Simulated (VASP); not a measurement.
# W in VASP: a series of runs

The runs below take W through single point, with PBE.

All numbers are computed with VASP 6.6.1; they aren't measurements. Logs are shortened: lines on timing, memory, paths and dates and some standing lists are left out, and cuts for length are marked.

**1. The cell of the first run**

It takes space group Im-3m (No. 229, cubic). The conventional cell has a = 3.354 Å, b = 3.354 Å, c = 3.354 Å, α = 90.00°, β = 90.00°, γ = 90.00°. W (site symmetry m-3m) has 14 W at 2.90 to 3.35 Å within 3.8 Å.

**2. Single point, PBE (strain +0.050 along x and y, +0.050 along z)**

The input, INCAR:

```
ALGO     = Normal         # electronic algorithm
EDIFF    = 1E-6           # SCF threshold, eV
ENCUT    = 520            # plane-wave cutoff, eV
GGA      = PE             # functional
ISIF     = 2              # what is computed and relaxed
ISMEAR   = -1             # smearing method
LASPH    = T              # aspherical terms in the spheres
LCHARG   = F              # write CHGCAR
LREAL    = F              # projectors in reciprocal space
LWAVE    = F              # write WAVECAR
NBANDS   = 13             # bands
NELM     = 100            # most SCF steps
PREC     = Accurate       # precision mode
SIGMA    = 0.4            # smearing width, eV
```

The input, KPOINTS:

```
k-points
0
Gamma
  20 20 20
```

The input, POSCAR:

```
W
1.0
   -1.6771650000      1.6771650000      1.6771650000
    1.6771650000     -1.6771650000      1.6771650000
    1.6771650000      1.6771650000     -1.6771650000
W
1
Direct
    0.0000000000      0.0000000000      0.0000000000
```

Potentials or basis: VASP PAW PBE potentials, release 64 (W_sv).

Launch:

```
> cat potpaw_PBE.64/W_sv/POTCAR > POTCAR
> mpirun -np 1 vasp_std > vasp.out
```

OUTCAR:

```text
EDIFF = 1E-6
   ENCUT = 520
   GGA = PE
   ISIF = 2
   ISMEAR = -1
   LASPH = T
   LREAL = F
   NELM = 100
   PREC = Accurate

 ion  position               nearest neighbor table
   1  0.000  0.000  0.000-

  LATTYP: Found a body centered cubic cell.
 ALAT       =     3.3543300000

  Lattice vectors:

 A1 = (  -1.6771650000,   1.6771650000,   1.6771650000)
 A2 = (   1.6771650000,  -1.6771650000,   1.6771650000)
 A3 = (   1.6771650000,   1.6771650000,  -1.6771650000)

Analysis of symmetry for initial positions (statically):
=====================================================================
 Subroutine PRICEL returns:
 Original cell was already a primitive cell.

 Routine SETGRP: Setting up the symmetry group for a
 body centered cubic supercell.

 Subroutine GETGRP returns: Found 48 space group operations
 (whereof 48 operations were pure point group operations)
 out of a pool of 48 trial point group operations.

The static configuration has the point symmetry O_h .

Analysis of symmetry for dynamics (positions and initial velocities):
=====================================================================
 Subroutine PRICEL returns:
 Original cell was already a primitive cell.

 Routine SETGRP: Setting up the symmetry group for a
 body centered cubic supercell.

 Subroutine GETGRP returns: Found 48 space group operations
 (whereof 48 operations were pure point group operations)
 out of a pool of 48 trial point group operations.

The dynamic configuration has the point symmetry O_h .

 Subroutine INISYM returns: Found 48 space group operations
 (whereof 48 operations are pure point group operations),
 and found     1 'primitive' translations

----------------------------------------------------------------------------------------

                                     Primitive cell

  volume of cell :      18.8707

  direct lattice vectors                    reciprocal lattice vectors
    -1.677165000  1.677165000  1.677165000     0.000000000  0.298122129  0.298122129
     1.677165000 -1.677165000  1.677165000     0.298122129  0.000000000  0.298122129
     1.677165000  1.677165000 -1.677165000     0.298122129  0.298122129  0.000000000

  length of vectors
     2.904934993  2.904934993  2.904934993     0.421608358  0.421608358  0.421608358

  position of ions in fractional coordinates (direct lattice)
     0.000000000  0.000000000  0.000000000

  ion indices of the primitive-cell ions
   primitive index   ion index
                 1           1

----------------------------------------------------------------------------------------

 KPOINTS: k-points

Automatic generation of k-mesh.
 Grid dimensions read from file:
 generate k-points for:   20   20   20

 Generating k-lattice:

  Cartesian coordinates                     Fractional coordinates (reciprocal lattice)
     0.000000000  0.014906106  0.014906106     0.050000000  0.000000000  0.000000000
     0.014906106  0.000000000  0.014906106     0.000000000  0.050000000  0.000000000
     0.014906106  0.014906106  0.000000000     0.000000000  0.000000000  0.050000000

  Length of vectors
     0.021080418  0.021080418  0.021080418

  Shift w.r.t. Gamma in fractional coordinates (k-lattice)
     0.000000000  0.000000000  0.000000000

 Subroutine IBZKPT returns following result:
 ===========================================

 Found    256 irreducible k-points:

 Following reciprocal coordinates:
            Coordinates               Weight
  0.000000  0.000000  0.000000      1.000000
  0.050000  0.000000  0.000000     12.000000
  0.100000  0.000000  0.000000     12.000000
  0.150000  0.000000  0.000000     12.000000
  0.200000  0.000000  0.000000     12.000000
  0.250000  0.000000  0.000000     12.000000
[... 16 lines left out ...]
  0.200000  0.100000 -0.000000     48.000000
  0.250000  0.100000  0.000000     48.000000
 [... further k-points ...]
   k-points           NKPTS =    256   k-points in BZ     NKDIM =    256   number of bands    NBANDS=     13
   number of dos      NEDOS =    301   number of ions     NIONS =      1
   total plane-waves  NPLWV =  13824
   dimension x,y,z NGX =    24 NGY =   24 NGZ =   24
   dimension x,y,z NGXF=    48 NGYF=   48 NGZF=   48
   ions per type =               1
   NGX,Y,Z   is equivalent  to a cutoff of  13.73, 13.73, 13.73 a.u.
   NGXF,Y,Z  is equivalent  to a cutoff of  27.47, 27.47, 27.47 a.u.
 SYSTEM =  unknown system
   PREC   = accura    normal or accurate (medium, high low for compatibility)
   ISTART =      0    job   : 0-new  1-cont  2-samecut
   ICHARG =      2    charge: 1-file 2-atom 10-const
   ISPIN  =      1    spin polarized calculation?
   LNONCOLLINEAR =      F non collinear calculations
   LSORBIT =      F    spin-orbit coupling
   LASPH  =      T    aspherical Exc in radial PAW
   ENCUT  =  520.0 eV  38.22 Ry    6.18 a.u.   5.40  5.40  5.40*2*pi/ulx,y,z
   NELM   =    100;   NELMIN=  2; NELMDL= -5     # of ELM steps
   EDIFF  = 0.1E-05   stopping-criterion for ELM
   LREAL  =      F    real-space projection
   EDIFFG = 0.1E-04   stopping-criterion for IOM
   NSW    =      0    number of steps for IOM
   IBRION =     -1    ionic relax: 0-MD 1-quasi-New 2-CG
   NFREE  =      0    steps in history (QN), initial steepest desc. (CG)
   ISIF   =      2    stress and relaxation
   ISYM   =      2    0-nonsym 1-usesym 2-fastsym
   POTIM  = 0.5000    time-step for ionic-motion
   TEBEG  =    0.0;   TEEND  =   0.0 temperature during run
   PSTRESS=    0.0 pullay stress
   NELECT =      14.0000    total number of electrons
   NUPDOWN=      -1.0000    fix difference up-down
   EMIN   =  10.00;   EMAX   =-10.00  energy-range for DOS
   EFERMI =   0.00;   METHOD = LEGACY
   ISMEAR =    -1;   SIGMA  =   0.40  broadening in eV -4-tet -1-fermi 0-gaus
   EFERMI_NEDOS =   21; number of points for ismear=-14 and -15
   IALGO  =     38    algorithm
   IMIX   =      4    mixing-type and parameters
     AMIX     =   0.40;   BMIX     =  1.00
     AMIX_MAG =   1.60;   BMIX_MAG =  1.00
  volume/ion in A,a.u.               =      18.87       127.35
  Fermi-wavevector in a.u.,A,eV,Ry     =   1.482023  2.800618 29.883745  2.196393
  Thomas-Fermi vector in A             =   2.595861
   LORBIT       =      0    0 simple, 1 ext, 2 COOP (PROOUT), +10 PAW based schemes
   GGA     = PE    functional components
   LHFCALC =     F    Hartree Fock is set to
   AEXX    =    0.0000 exact exchange contribution
   IVDW    =     0    specifies the selected vdW correction
   LEPSILON=     F    determine dielectric tensor
   LRPA    =     F    only Hartree local field effects (RPA)
 non-spin polarized calculation
  energy-cutoff  :      520.00
  volume of cell :       18.87
 maximum number of plane-waves:       532
 NGX is ok and might be reduce to    24
   NGX = 11   NGY = 11   NGZ = 11

 number of electron      13.9999999 magnetization

 Free energy of the ion-electron system (eV)
  ---------------------------------------------------
  ext. energy  EPLUGINS =         0.00000000
  ---------------------------------------------------
  free energy    TOTEN  =       -12.79547705 eV

  energy without entropy =      -12.38982499  energy(sigma->0) =      -12.59265102

 E-fermi :   8.9946     XC(G=0): -12.6740

 val. band max:        8.9908529028   @ k =  -0.3000   0.3000   0.2500
 cond. band min:       8.9985053597   @ k =  -0.3000   0.3000   0.2000
 fundamental gap:      0.0076524568
 Fermi energy:         8.9946277247

 k-point     1 :       0.0000    0.0000    0.0000
  band No.  band energies     occupation
      1     -65.3029      2.00000
      2     -29.0616      2.00000
      3     -29.0616      2.00000
      4     -29.0616      2.00000
      5       0.4324      2.00000
      6       8.1245      1.79600
      7       8.1245      1.79600
      8       8.1245      1.79600
      9      10.9567      0.01471
     10      10.9567      0.01471
     11      23.1655      0.00000
     12      23.1655      0.00000
     13      23.1655      0.00000

 k-point     2 :       0.0500    0.0000    0.0000
  band No.  band energies     occupation
      1     -65.3015      2.00000
      2     -29.0800      2.00000
      3     -29.0677      2.00000
      4     -29.0617      2.00000
      5       0.5316      2.00000
      6       8.0679      1.82052
      7       8.1130      1.80124
      8       8.2171      1.74952
      9      10.8704      0.01821
     10      10.9584      0.01464
     11      23.2426      0.00000
     12      23.3341      0.00000
     13      23.3712      0.00000

 k-point     3 :       0.1000    0.0000    0.0000
  band No.  band energies     occupation
      1     -65.2972      2.00000
      2     -29.1330      2.00000
      3     -29.0850      2.00000
      4     -29.0616      2.00000
      5       0.8226      2.00000
      6       7.9082      1.87593
      7       8.0643      1.82200
      8       8.4926      1.55631
      9      10.6668      0.03012
     10      10.9667      0.01435
     11      23.4328      0.00000
     12      23.8284      0.00000
     13      23.8963      0.00000
[... 305 lines left out ...]
 k-point    23 :       0.2000    0.1000   -0.0000
  band No.  band energies     occupation
      1     -65.2698      2.00000
      2     -29.4486      2.00000
      3     -29.1834      2.00000
      4     -29.0860      2.00000
      5       2.7812      2.00000
      6       7.1060      1.98235
      7       7.3571      1.96720
      8      10.2164      0.09006
      9      10.6986      0.02785
     10      11.2981      0.00629
     11      22.7876      0.00000
     12      23.6810      0.00000
     13      26.2217      0.00000

 k-point    24 :       0.2500    0.1000    0.0000
  band No.  band energies     occupation
      1     -65.2609      2.00000
      2     -29.5443      2.00000
      3     -29.2257      2.00000
      4     -29.0871      2.00000
      5       3.3938      2.00000
      6       6.8445      1.99078
      7       7.3151      1.97042
      8      10.3594      0.06385
      9      11.3778      0.00516
     10      11.5911      0.00303
     11      21.4797      0.00000
     12      22.7266      0.00000
     13      26.3406      0.00000

 [... further k-points ...]

------------------------ aborting loop because EDIFF is reached ----------------------------------------

  FORCE on cell =-STRESS in cart. coord.  units (eV):
  Direction    XX          YY          ZZ          XY          YZ          ZX
  --------------------------------------------------------------------------------------
  -------------------------------------------------------------------------------------
  Total       -3.7403230     -3.7403230     -3.7403230     -0.0000000     -0.0000000      0.0000000
  in kB     -317.5647760   -317.5647760   -317.5647760     -0.0000000     -0.0000000      0.0000000
  external PRESSURE =    -317.5647760 kB  Pullay stress =       0.0000000 kB

 VOLUME and BASIS-vectors are now :
 -----------------------------------------------------------------------------
  energy-cutoff  :      520.00
  volume of cell :       18.87
      direct lattice vectors                 reciprocal lattice vectors
    -1.677165000  1.677165000  1.677165000     0.000000000  0.298122129  0.298122129
     1.677165000 -1.677165000  1.677165000     0.298122129  0.000000000  0.298122129
     1.677165000  1.677165000 -1.677165000     0.298122129  0.298122129  0.000000000

 POSITION                                       TOTAL-FORCE (eV/Angst)
 -----------------------------------------------------------------------------------
      0.00000      0.00000      0.00000        -0.000000      0.000000     -0.000000
 -----------------------------------------------------------------------------------
    total drift:                               -0.000000      0.000000      0.000000

  FREE ENERGIE OF THE ION-ELECTRON SYSTEM (eV)
  ---------------------------------------------------
  free  energy   TOTEN  =       -12.7954770545 eV

  energy  without entropy=      -12.3898249896  energy(sigma->0) =      -12.59265102
```

Wall time 22 s (1 thread of Intel Xeon Platinum 8559C (Emerald Rapids), shared host); peak memory 0.18 GiB.

What came out:

| Quantity | Value |
| --- | --- |
| Free energy | -12.7955 eV |
| Pressure | -31.8 GPa |
| Band gap on the k mesh | zero (bands 7 and 8 overlap by 5.00 eV) |

Levels at points of the mesh, in eV from the Fermi level:
| k point | band 4 | band 5 | band 6 | band 7 | band 8 | band 9 | band 10 | band 11 |
| --- | --- | --- | --- | --- | --- | --- | --- | --- |
| (0.00, 0.00, 0.00) | -38.06 | -8.56 | -0.87 | -0.87 | -0.87 | 1.96 | 1.96 | 14.17 |
| (0.50, 0.00, 0.00) | -38.06 | -5.13 | -2.71 | 0.34 | 1.78 | 2.56 | 4.85 | 8.63 |
| (0.50, 0.50, 0.50) | -38.57 | -4.47 | -4.47 | 4.13 | 4.13 | 4.13 | 7.10 | 7.10 |

Caveat: the cell differs from its parent crystal (strain +0.050 along x and y, +0.050 along z); the cell stands under tension; so wide a smearing shifts energies and pressures; spin-orbit coupling is left out, which moves the levels of the heavy elements.

**3. Single point, PBE (strain +0.000 along x and y, +0.025 along z)**

The input, INCAR:

```
SYSTEM = W
ALGO = Fast
EDIFF = 1E-6
ENCUT = 520
GGA = PE
ISIF = 2
ISMEAR = -1
LASPH = .TRUE.
LCHARG = .TRUE.
LELF = .TRUE.
LREAL = .FALSE.
LVHAR = .TRUE.
LWAVE = .FALSE.
NBANDS = 13
NELM = 100
PREC = Accurate
SIGMA = 0.4
```

The input, KPOINTS:

```
k-points
0
G
  20 20 20
  0 0 0
```

The input, POSCAR:

```
W
1.0
   -1.5973000000      1.5973000000      1.6372325000
    1.5973000000     -1.5973000000      1.6372325000
    1.5973000000      1.5973000000     -1.6372325000
W
1
Direct
    0.0000000000      0.0000000000      0.0000000000
```

Potentials or basis: VASP PAW PBE potentials, release 64 (W_sv).

Launch:

```
> cat potpaw_PBE.64/W_sv/POTCAR > POTCAR
> mpirun -np 1 vasp_std > vasp.out
```

Run time: 57 s. Hardware: 1 thread of Intel Xeon Platinum 8559C (Emerald Rapids), shared host; peak memory 0.25 GiB.

It converged, with:

```yaml
Free_energy: -13.0776 eV
Pressure: -8.0 GPa
Band_gap_on_the_k_mesh: zero (bands 7 and 8 overlap by 5.71 eV)
```

Stress tensor (GPa, compression positive):
```
 -6.06   0.00   0.00
  0.00  -6.06   0.00
  0.00   0.00 -11.78
```

Levels at points of the mesh, in eV from the Fermi level:
```csv
k point,band 5,band 6,band 7,band 8,band 9,band 10
"(0.00, 0.00, 0.00)",-9.26,-1.14,-1.14,-0.84,2.03,2.43
"(0.50, 0.00, 0.00)",-5.86,-3.12,0.54,1.92,3.00,5.77
"(0.50, 0.50, 0.00)",-5.84,-3.43,0.72,2.37,3.16,5.84
"(0.50, 0.50, 0.50)",-5.37,-5.30,4.84,4.94,4.94,7.48
```

Caveat: the cell differs from its parent crystal (strain +0.000 along x and y, +0.025 along z); the cell stands under tension; so wide a smearing shifts energies and pressures; spin-orbit coupling is left out, which moves the levels of the heavy elements.

**4. Single point, PBE (strain +0.025 along x and y, -0.025 along z)**

The input, INCAR:

```
PREC = Accurate ; ENCUT = 520
EDIFF = 1E-6 ; ISMEAR = -1
SIGMA = 0.4 ; LREAL = False
LASPH = True ; NELM = 60
ALGO = Fast ; ISIF = 2
LWAVE = False ; LCHARG = False
GGA = PE ; NBANDS = 13
```

The input, KPOINTS:

```
regular mesh
0
Gamma
  20 20 20
```

The input, POSCAR:

```
W
1.0
   -1.6372325000      1.6372325000      1.5573675000
    1.6372325000     -1.6372325000      1.5573675000
    1.6372325000      1.6372325000     -1.5573675000
W
1
Direct
    0.0000000000      0.0000000000      0.0000000000
```

Launch:

```
> cat potpaw_PBE.64/W_sv/POTCAR > POTCAR
> mpirun -np 1 vasp_std > vasp.out
```

Run time: 58 s. Hardware: 1 thread of Intel Xeon Platinum 8559C (Emerald Rapids), shared host; peak memory 0.25 GiB.

It converged, with:

* Free energy: -13.0617 eV
* Pressure: -7.5 GPa
* Band gap on the k mesh: zero (bands 7 and 8 overlap by 5.86 eV)

Stress tensor (GPa, compression positive):
```
-11.57   0.00   0.00
  0.00 -11.57   0.00
  0.00   0.00   0.74
```

Levels at points of the mesh, in eV from the Fermi level:
```tsv
k point	band 3	band 4	band 5	band 6	band 7	band 8	band 9	band 10	band 11	band 12
(0.00, 0.00, 0.00)	-37.77	-37.74	-9.26	-1.45	-0.80	-0.80	1.79	2.64	14.19	14.19
(0.50, 0.00, 0.00)	-38.14	-37.78	-5.84	-3.43	0.74	2.19	3.38	5.82	10.49	11.35
(0.50, 0.50, 0.00)	-38.07	-37.75	-5.87	-2.77	0.36	1.55	2.75	5.72	10.12	11.64
(0.50, 0.50, 0.50)	-38.57	-38.44	-5.40	-5.27	4.85	4.85	5.05	7.48	7.48	8.85
```

Caveat: the cell differs from its parent crystal (strain +0.025 along x and y, -0.025 along z); the cell stands under tension; so wide a smearing shifts energies and pressures; spin-orbit coupling is left out, which moves the levels of the heavy elements.

**5. Single point, PBE (strain +0.000 along x and y, +0.050 along z)**

The input, INCAR:

```
SYSTEM = W
PREC = Accurate ; ENCUT = 520
EDIFF = 1E-6 ; ISMEAR = -1
SIGMA = 0.4 ; LREAL = .FALSE.
LASPH = .TRUE. ; NELM = 60
ALGO = Fast ; ISIF = 2
LWAVE = .FALSE. ; LCHARG = .FALSE.
GGA = PE ; NBANDS = 13
```

The input, KPOINTS:

```
Automatic mesh
0
G
  20 20 20
  0 0 0
```

The input, POSCAR:

```
W
1.0
   -1.5973000000      1.5973000000      1.6771650000
    1.5973000000     -1.5973000000      1.6771650000
    1.5973000000      1.5973000000     -1.6771650000
W
1
Direct
    0.0000000000      0.0000000000      0.0000000000
```

Launch:

```
> cat potpaw_PBE.64/W_sv/POTCAR > POTCAR
> mpirun -np 1 vasp_std > vasp.out
```

Wall time 61 s (1 thread of Intel Xeon Platinum 8559C (Emerald Rapids), shared host); peak memory 0.25 GiB.

The run converged. Its results:

```
Free energy            : -13.0368 eV
Pressure               : -13.6 GPa
Band gap on the k mesh : zero (bands 7 and 8 overlap by 5.36 eV)
```

Stress tensor (GPa, compression positive):
```
-10.29   0.00   0.00
  0.00 -10.29   0.00
  0.00   0.00 -20.21
```

Levels at points of the mesh, in eV from the Fermi level:
```
           k point  band 3  band 4  band 5  band 6  band 7  band 8  band 9  band 10  band 11  band 12
(0.00, 0.00, 0.00)  -37.82  -37.82   -9.12   -1.17   -1.17   -0.60    1.79     2.53    13.87    14.74
(0.50, 0.00, 0.00)  -38.13  -37.82   -5.71   -2.90    0.43    1.65    2.96     5.53     9.87    11.47
(0.50, 0.50, 0.00)  -38.19  -37.85   -5.68   -3.49    0.78    2.55    3.20     5.68    10.23    11.20
(0.50, 0.50, 0.50)  -38.49  -38.49   -5.21   -5.08    4.63    4.81    4.81     6.90     8.19     8.19
```

Caveat: the cell differs from its parent crystal (strain +0.000 along x and y, +0.050 along z); the cell stands under tension; so wide a smearing shifts energies and pressures; spin-orbit coupling is left out, which moves the levels of the heavy elements.

**6. Summary**

| cell | gap on the mesh (eV) | pressure (GPa) |
| --- | --- | --- |
| a = 2.905 Å, angles 109.5°, 1 atom | none | -31.8 |
| a = 2.790 Å, angles 110.1, 110.1, 108.1°, 1 atom | none | -8.0 |
| a = 2.790 Å, angles 108.1, 108.1, 112.1°, 1 atom | none | -7.5 |
| a = 2.813 Å, angles 110.8, 110.8, 106.8°, 1 atom | none | -13.6 |

Alike in all rows: task single point; level PBE; potentials or basis VASP PAW PBE potentials, release 64 (W_sv); no spin polarisation; k mesh 20 × 20 × 20; cutoff (eV) 520; smearing fermi-dirac 0.4 eV.

Caveats: the cell stands under tension; so wide a smearing shifts energies and pressures; spin-orbit coupling is left out, which moves the levels of the heavy elements.

Total energies depend on the potentials used, so only differences within one code and one set of settings carry meaning.
